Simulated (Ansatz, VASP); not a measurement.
## Zr3TiC4 in VASP and in Ansatz

File INCAR:

```
SYSTEM = Zr3TiC4
ALGO     = Normal         ! electronic algorithm
EDIFF    = 1E-6           ! SCF threshold, eV
ENCUT    = 520            ! plane-wave cutoff, eV
GGA      = PE             ! functional
ISIF     = 2              ! what is computed and relaxed
ISMEAR   = 0              ! smearing method
ISPIN    = 2              ! spin polarisation
LASPH    = .TRUE.         ! aspherical terms in the spheres
LCHARG   = .FALSE.        ! write CHGCAR
LMAXMIX  = 4              ! l up to which the mixer works
LORBIT   = 11             ! projections on sites
LREAL    = .FALSE.        ! projectors in reciprocal space
LWAVE    = .FALSE.        ! write WAVECAR
MAGMOM   = 1 1 1 1 0 0 0 0 ! initial moments
NBANDS   = 46             ! bands
NELM     = 150            ! most SCF steps
PREC     = Accurate       ! precision mode
SIGMA    = 0.1            ! smearing width, eV
```

Contents of KPOINTS:

```
k-points
0
G
  4 4 4
  0 0 0
```

POSCAR

```
Zr3TiC4
1.0
    4.6313394000      0.0000000000      0.0000000000
    0.0000000000      4.6313394000      0.0000000000
    0.0000000000      0.0000000000      4.6313394000
Zr Ti C
3 1 4
Direct
    0.5000000000      0.0000000000      0.5000000000
    0.0000000000      0.5000000000      0.5000000000
    0.5000000000      0.5000000000      0.0000000000
    0.0000000000      0.0000000000      0.0000000000
    0.5000000000      0.5000000000      0.5000000000
    0.0000000000      0.5000000000      0.0000000000
    0.5000000000      0.0000000000      0.0000000000
    0.0000000000      0.0000000000      0.5000000000
```

Input for Ansatz:

```yaml
crystal:
  lattice:
    - [4.6313394, 0.0, 0.0]
    - [0.0, 4.6313394, 0.0]
    - [0.0, 0.0, 4.6313394]
  atoms:
    - { symbol: Zr, position: [0.5, 0.0, 0.5], spin: 1.0 }
    - { symbol: Zr, position: [0.0, 0.5, 0.5], spin: 1.0 }
    - { symbol: Zr, position: [0.5, 0.5, 0.0], spin: 1.0 }
    - { symbol: Ti, position: [0.0, 0.0, 0.0], spin: 1.0 }
    - { symbol: C, position: [0.5, 0.5, 0.5] }
    - { symbol: C, position: [0.0, 0.5, 0.0] }
    - { symbol: C, position: [0.5, 0.0, 0.0] }
    - { symbol: C, position: [0.0, 0.0, 0.5] }
basis:
  ecutwfc: 420
kpoints:
  mp_grid: { grid: [4, 4, 4] }
hamiltonian:
  xc: pbe
scf:
  occupations: { method: gaussian, width: 0.1 }
  lower_state_search: "off"
output:
  forces: true
  stress: true
  eigenvalues: true
  populations: true
magnetization:
  spin_polarized: true
```

Alike in both runs: task single point; functional PBE; k mesh 4 × 4 × 4; occupations gaussian, width 0.1 eV; collinear spin.

|  | VASP | Ansatz |
| --- | --- | --- |
| version | VASP 6.6.1 | Ansatz 0.2.0 |
| potentials or method | VASP PAW PBE potentials, release 64 (Zr_sv, Ti_sv, C), cutoff 520 eV | scalar-relativistic, plane waves, PAW |
| valence electrons in the cell | 64 | 64 |

```tsv
	VASP	Ansatz	Ansatz less VASP
gap on the k mesh at the Fermi level (eV)	none	none	-
pressure (GPa)	0.1	-0.2	-0.27
net moment per atom (μB)	0.00	0.00	0.000
```

A gap of «none» marks a metal or a gap that the smearing closes. Ansatz's warnings: seeded moment not kept.
